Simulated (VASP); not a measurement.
# Ge (C2/c) in VASP: a series of runs

The runs below take Ge through single point, with PBE.

Everything below comes from runs of VASP 6.6.1. Logs are shortened: lines on timing, memory, paths and dates and some standing lists are left out, and cuts for length are marked.

## Step 1: The cell of the first run

The structure is monoclinic, space group C2/c (No. 15). Conventional cell: a = 2.934 Å, b = 7.519 Å, c = 4.052 Å, α = 90.00°, β = 111.06°, γ = 90.00°. Within 3.6 Å of Ge (site symmetry 2) lie 10 Ge at 2.76 to 3.46 Å.

## Step 2: Single point, PBE (20.86 Å³/atom)

Input file INCAR:

```
SYSTEM = Ge
ALGO = Normal
EDIFF = 1E-7
ENCUT = 520
GGA = PE
ISIF = 2
ISMEAR = -1
LASPH = .True.
LCHARG = .True.
LELF = .True.
LREAL = .False.
LVHAR = .True.
LWAVE = .False.
NBANDS = 21
NELM = 60
PREC = Accurate
SIGMA = 0.1
```

Input file KPOINTS:

```
k-points
0
Gamma
  14 14 10
  0 0 0
```

Input file POSCAR:

```
Ge
1.0
   -2.6568890876      2.6598844024      1.4671350163
    2.6598844024     -2.6568890876      1.4671350163
    2.6722189381      2.6722189381     -1.4616490918
Ge
2
Direct
    0.9999201564      0.0000798436      0.0000000000
    0.7500798436      0.2499201564      0.5000000000
```

Potentials or basis: VASP PAW PBE potentials, release 64 (Ge_d).

The run is started by

```console
$ cat potpaw_PBE.64/Ge_d/POTCAR > POTCAR
$ mpirun -np 1 vasp_std > vasp.out
```

OUTCAR:

```text
SYSTEM = Ge
   EDIFF = 1E-7
   ENCUT = 520
   GGA = PE
   ISIF = 2
   ISMEAR = -1
   LASPH = .True.
   LREAL = .False.
   NELM = 60
   PREC = Accurate

 ion  position               nearest neighbor table
   1  1.000  0.000  0.000-   2 2.76   2 2.76   2 2.77   2 2.77
   2  0.750  0.250  0.500-   1 2.76   1 2.76   1 2.77   1 2.77

  LATTYP: Found a base centered monoclinic cell.
 ALAT       =     2.9342730902
 B/A-ratio  =     2.5624926332
 C/A-ratio  =     1.3808885178
 COS(beta)  =    -0.3593846112

  Lattice vectors:

 A1 = (  -2.6568890876,   2.6598844024,   1.4671350163)
 A2 = (   2.6598844024,  -2.6568890876,   1.4671350163)
 A3 = (   2.6722189381,   2.6722189381,  -1.4616490918)

Analysis of symmetry for initial positions (statically):
=====================================================================
 Subroutine PRICEL returns:
 Original cell was already a primitive cell.

 Routine SETGRP: Setting up the symmetry group for a
 base centered monoclinic supercell.

 Subroutine GETGRP returns: Found  4 space group operations
 (whereof  2 operations were pure point group operations)
 out of a pool of  4 trial point group operations.

The static configuration has the point symmetry C_2 .
 The point group associated with its full space group is C_2h.

Analysis of symmetry for dynamics (positions and initial velocities):
=====================================================================
 Subroutine PRICEL returns:
 Original cell was already a primitive cell.

 Routine SETGRP: Setting up the symmetry group for a
 base centered monoclinic supercell.

 Subroutine GETGRP returns: Found  4 space group operations
 (whereof  2 operations were pure point group operations)
 out of a pool of  4 trial point group operations.

The dynamic configuration has the point symmetry C_2 .
 The point group associated with its full space group is C_2h.

 Subroutine INISYM returns: Found  4 space group operations
 (whereof  2 operations are pure point group operations),
 and found     1 'primitive' translations

----------------------------------------------------------------------------------------

                                     Primitive cell

  volume of cell :      41.7122

  direct lattice vectors                    reciprocal lattice vectors
    -2.656889088  2.659884402  1.467135016    -0.000888625  0.187195371  0.340610081
     2.659884402 -2.656889088  1.467135016     0.187195371 -0.000888625  0.340610081
     2.672218938  2.672218938 -1.461649092     0.187006001  0.187006001 -0.000381793

  length of vectors
     4.035657296  4.035657296  4.051904018     0.388661966  0.388661966  0.264466698

  position of ions in fractional coordinates (direct lattice)
     0.999920156  0.000079844  1.000000000
     0.750079844  0.249920156  0.500000000

  ion indices of the primitive-cell ions
   primitive index   ion index
                 1           1
                 2           2

----------------------------------------------------------------------------------------

 KPOINTS: k-points

Automatic generation of k-mesh.
 Grid dimensions read from file:
 generate k-points for:   14   14   10

 Generating k-lattice:

  Cartesian coordinates                     Fractional coordinates (reciprocal lattice)
    -0.000063473  0.013371098  0.024329291     0.071428571 -0.000000000  0.000000000
     0.013371098 -0.000063473  0.024329291    -0.000000000  0.071428571  0.000000000
     0.018700600  0.018700600 -0.000038179    -0.000000000 -0.000000000  0.100000000

  Length of vectors
     0.027761569  0.027761569  0.026446670

  Shift w.r.t. Gamma in fractional coordinates (k-lattice)
     0.000000000  0.000000000  0.000000000

 Subroutine IBZKPT returns following result:
 ===========================================

 Found    534 irreducible k-points:

 Following reciprocal coordinates:
            Coordinates               Weight
  0.000000  0.000000  0.000000      1.000000
  0.071429  0.000000 -0.000000      4.000000
  0.142857  0.000000 -0.000000      4.000000
  0.214286  0.000000 -0.000000      4.000000
  0.285714  0.000000  0.000000      4.000000
  0.357143  0.000000  0.000000      4.000000
[... 16 lines left out ...]
  0.214286  0.142857  0.000000      4.000000
  0.285714  0.142857 -0.000000      4.000000
 [... further k-points ...]
   k-points           NKPTS =    534   k-points in BZ     NKDIM =    534   number of bands    NBANDS=     21
   number of dos      NEDOS =    301   number of ions     NIONS =      2
   total plane-waves  NPLWV =  27000
   dimension x,y,z NGX =    30 NGY =   30 NGZ =   30
   dimension x,y,z NGXF=    60 NGYF=   60 NGZF=   60
   ions per type =               2
   NGX,Y,Z   is equivalent  to a cutoff of  12.36, 12.36, 12.31 a.u.
   NGXF,Y,Z  is equivalent  to a cutoff of  24.72, 24.72, 24.62 a.u.
 SYSTEM =  Ge
   PREC   = accura    normal or accurate (medium, high low for compatibility)
   ISTART =      0    job   : 0-new  1-cont  2-samecut
   ICHARG =      2    charge: 1-file 2-atom 10-const
   ISPIN  =      1    spin polarized calculation?
   LNONCOLLINEAR =      F non collinear calculations
   LSORBIT =      F    spin-orbit coupling
   LASPH  =      T    aspherical Exc in radial PAW
   ENCUT  =  520.0 eV  38.22 Ry    6.18 a.u.   7.50  7.50  7.53*2*pi/ulx,y,z
   NELM   =     60;   NELMIN=  2; NELMDL= -5     # of ELM steps
   EDIFF  = 0.1E-06   stopping-criterion for ELM
   LREAL  =      F    real-space projection
   EDIFFG = 0.1E-05   stopping-criterion for IOM
   NSW    =      0    number of steps for IOM
   IBRION =     -1    ionic relax: 0-MD 1-quasi-New 2-CG
   NFREE  =      0    steps in history (QN), initial steepest desc. (CG)
   ISIF   =      2    stress and relaxation
   ISYM   =      2    0-nonsym 1-usesym 2-fastsym
   POTIM  = 0.5000    time-step for ionic-motion
   TEBEG  =    0.0;   TEEND  =   0.0 temperature during run
   PSTRESS=    0.0 pullay stress
   NELECT =      28.0000    total number of electrons
   NUPDOWN=      -1.0000    fix difference up-down
   EMIN   =  10.00;   EMAX   =-10.00  energy-range for DOS
   EFERMI =   0.00;   METHOD = LEGACY
   ISMEAR =    -1;   SIGMA  =   0.10  broadening in eV -4-tet -1-fermi 0-gaus
   EFERMI_NEDOS =   21; number of points for ismear=-14 and -15
   IALGO  =     38    algorithm
   IMIX   =      4    mixing-type and parameters
     AMIX     =   0.40;   BMIX     =  1.00
     AMIX_MAG =   1.60;   BMIX_MAG =  1.00
  volume/ion in A,a.u.               =      20.86       140.74
  Fermi-wavevector in a.u.,A,eV,Ry     =   1.433419  2.708770 27.955770  2.054691
  Thomas-Fermi vector in A             =   2.552940
   LORBIT       =      0    0 simple, 1 ext, 2 COOP (PROOUT), +10 PAW based schemes
   GGA     = PE    functional components
   LHFCALC =     F    Hartree Fock is set to
   AEXX    =    0.0000 exact exchange contribution
   IVDW    =     0    specifies the selected vdW correction
   LEPSILON=     F    determine dielectric tensor
   LRPA    =     F    only Hartree local field effects (RPA)
 non-spin polarized calculation
  energy-cutoff  :      520.00
  volume of cell :       41.71
 maximum number of plane-waves:      1143
   NGX = 15   NGY = 15   NGZ = 15

 number of electron      27.9999989 magnetization

 Free energy of the ion-electron system (eV)
  ---------------------------------------------------
  ext. energy  EPLUGINS =         0.00000000
  ---------------------------------------------------
  free energy    TOTEN  =        -8.54169648 eV

  energy without entropy =       -8.50930675  energy(sigma->0) =       -8.52550161

 E-fermi :   5.5242     XC(G=0): -10.7331

 val. band max:        5.5182662420   @ k =  -0.4286   0.2143   0.5000
 cond. band min:       5.5255412544   @ k =   0.2857   0.1429  -0.0000
 fundamental gap:      0.0072750124
 Fermi energy:         5.5241629643

 k-point     1 :       0.0000    0.0000    0.0000
  band No.  band energies     occupation
      1     -19.1127      2.00000
      2     -19.0809      2.00000
      3     -19.0553      2.00000
      4     -19.0544      2.00000
      5     -18.9892      2.00000
      6     -18.9892      2.00000
[... 13 lines left out ...]
     20      16.6711      0.00000
     21      17.5406      0.00000

 k-point     2 :       0.0714    0.0000   -0.0000
  band No.  band energies     occupation
      1     -19.1114      2.00000
      2     -19.0765      2.00000
      3     -19.0527      2.00000
      4     -19.0500      2.00000
      5     -18.9925      2.00000
      6     -18.9918      2.00000
[... 13 lines left out ...]
     20      16.6596      0.00000
     21      17.5509      0.00000

 k-point     3 :       0.1429    0.0000   -0.0000
  band No.  band energies     occupation
      1     -19.1072      2.00000
      2     -19.0646      2.00000
      3     -19.0478      2.00000
      4     -19.0371      2.00000
      5     -18.9998      2.00000
      6     -18.9950      2.00000
[... 13 lines left out ...]
     20      15.6212      0.00000
     21      16.1872      0.00000

 k-point     4 :       0.2143    0.0000   -0.0000
  band No.  band energies     occupation
      1     -19.1007      2.00000
      2     -19.0499      2.00000
      3     -19.0410      2.00000
      4     -19.0258      2.00000
      5     -19.0087      2.00000
      6     -18.9923      2.00000
[... 13 lines left out ...]
     20      14.5049      0.00000
     21      15.7132      0.00000

 k-point     5 :       0.2857    0.0000    0.0000
  band No.  band energies     occupation
      1     -19.0936      2.00000
      2     -19.0394      2.00000
      3     -19.0356      2.00000
      4     -19.0262      2.00000
      5     -19.0151      2.00000
      6     -18.9977      2.00000
[... 13 lines left out ...]
     20      13.7116      0.00000
     21      15.9975      0.00000
[... 382 lines left out ...]
     20      16.9944      0.00000
     21      17.4227      0.00000

 k-point    22 :       0.1429    0.1429   -0.0000
  band No.  band energies     occupation
      1     -19.0983      2.00000
      2     -19.0390      2.00000
      3     -19.0375      2.00000
      4     -19.0166      2.00000
      5     -19.0088      2.00000
      6     -19.0041      2.00000
[... 13 lines left out ...]
     20      14.1744      0.00000
     21      14.6584      0.00000

 k-point    23 :       0.2143    0.1429    0.0000
  band No.  band energies     occupation
      1     -19.0933      2.00000
      2     -19.0414      2.00000
      3     -19.0315      2.00000
      4     -19.0184      2.00000
      5     -19.0135      2.00000
      6     -19.0083      2.00000
[... 13 lines left out ...]
     20      13.8828      0.00000
     21      14.9957      0.00000

 k-point    24 :       0.2857    0.1429   -0.0000
  band No.  band energies     occupation
      1     -19.0893      2.00000
      2     -19.0460      2.00000
      3     -19.0298      2.00000
      4     -19.0255      2.00000
      5     -19.0134      2.00000
      6     -19.0071      2.00000
[... 13 lines left out ...]
     20      14.6585      0.00000
     21      15.8388      0.00000

 [... further k-points ...]

------------------------ aborting loop because EDIFF is reached ----------------------------------------

  FORCE on cell =-STRESS in cart. coord.  units (eV):
  Direction    XX          YY          ZZ          XY          YZ          ZX
  --------------------------------------------------------------------------------------
  -------------------------------------------------------------------------------------
  Total       -1.1740862     -1.1740862     -1.0444509     -0.0836975     -0.0084259     -0.0084259
  in kB      -45.0970221    -45.0970221    -40.1176894     -3.2148457     -0.3236420     -0.3236413
  external PRESSURE =     -43.4372445 kB  Pullay stress =       0.0000000 kB

 VOLUME and BASIS-vectors are now :
 -----------------------------------------------------------------------------
  energy-cutoff  :      520.00
  volume of cell :       41.71
      direct lattice vectors                 reciprocal lattice vectors
    -2.656889088  2.659884402  1.467135016    -0.000888625  0.187195371  0.340610081
     2.659884402 -2.656889088  1.467135016     0.187195371 -0.000888625  0.340610081
     2.672218938  2.672218938 -1.461649092     0.187006001  0.187006001 -0.000381793

 POSITION                                       TOTAL-FORCE (eV/Angst)
 -----------------------------------------------------------------------------------
     -2.65646      2.65946      1.46714        -0.001170      0.001170     -0.000000
      0.00799      2.66723      0.73631         0.001170     -0.001170      0.000000
 -----------------------------------------------------------------------------------
    total drift:                               -0.000000      0.000000      0.000000

  FREE ENERGIE OF THE ION-ELECTRON SYSTEM (eV)
  ---------------------------------------------------
  free  energy   TOTEN  =        -8.5416964780 eV

  energy  without entropy=       -8.5093067483  energy(sigma->0) =       -8.52550161
```

Wall time 2.8 min (1 thread of Intel Xeon 6975P-C (Granite Rapids), shared host); peak memory 0.45 GiB.

What came out:

| Item | Value |
| --- | --- |
| Free energy | -8.5417 eV |
| Pressure | -4.3 GPa |
| Band gap on the k mesh | zero (bands 14 and 15 overlap by 4.49 eV) |

Caveat: the cell stands under tension.

## Step 3: Single point, PBE (21.63 Å³/atom)

This run uses another cell than the first one, of 21.63 Å³/atom.

Input file INCAR:

```
PREC = Accurate
ENCUT = 520
EDIFF = 1E-7
ISMEAR = -1
SIGMA = 0.1
LREAL = F
LASPH = T
NELM = 100
ALGO = Normal
ISIF = 2
LWAVE = F
LCHARG = T
GGA = PE
LELF = T
LVHAR = T
NBANDS = 21
```

Input file KPOINTS:

```
regular mesh
0
Gamma
  14 14 10
```

Input file POSCAR:

```
Ge
1.0
   -2.6892933676      2.6923252142      1.4850286703
    2.6923252142     -2.6892933676      1.4850286703
    2.7048101859      2.7048101859     -1.4794758376
Ge
2
Direct
    0.9999201564      0.0000798436      0.0000000000
    0.7500798436      0.2499201564      0.5000000000
```

Potentials or basis: VASP PAW PBE potentials, release 64 (Ge_d).

The run is started by

```console
$ cat potpaw_PBE.64/Ge_d/POTCAR > POTCAR
$ mpirun -np 1 vasp_std > vasp.out
```

It took 2.9 min on 1 thread of Intel Xeon 6975P-C (Granite Rapids), shared host; peak memory 0.47 GiB.

The run converged. Its results:

* Free energy: -8.4926 eV
* Pressure: -5.9 GPa
* Band gap on the k mesh: zero (bands 14 and 15 overlap by 4.29 eV)

Stress tensor (GPa, compression positive):
```
-6.05 -0.30 -0.04
-0.30 -6.05 -0.04
-0.04 -0.04 -5.54
```

Levels at points of the mesh, in eV from the Fermi level:
| k point | band 12 | band 13 | band 14 | band 15 | band 16 | band 17 |
| --- | --- | --- | --- | --- | --- | --- |
| (0.00, 0.00, 0.00) | -4.40 | -1.88 | -1.79 | 3.68 | 6.72 | 6.75 |
| (0.50, 0.00, 0.00) | -5.92 | -2.66 | -1.56 | -1.09 | 2.69 | 3.14 |
| (0.50, 0.50, 0.00) | -9.61 | 0.71 | 0.72 | 1.66 | 1.66 | 6.38 |
| (0.00, 0.00, 0.50) | -9.64 | 0.78 | 0.78 | 1.74 | 1.74 | 6.43 |
| (0.50, 0.00, 0.50) | -5.92 | -2.67 | -1.57 | -1.10 | 2.68 | 3.09 |
| (0.50, 0.50, 0.50) | -8.34 | -4.91 | -4.91 | 5.29 | 5.29 | 9.50 |

Caveat: the cell stands under tension.
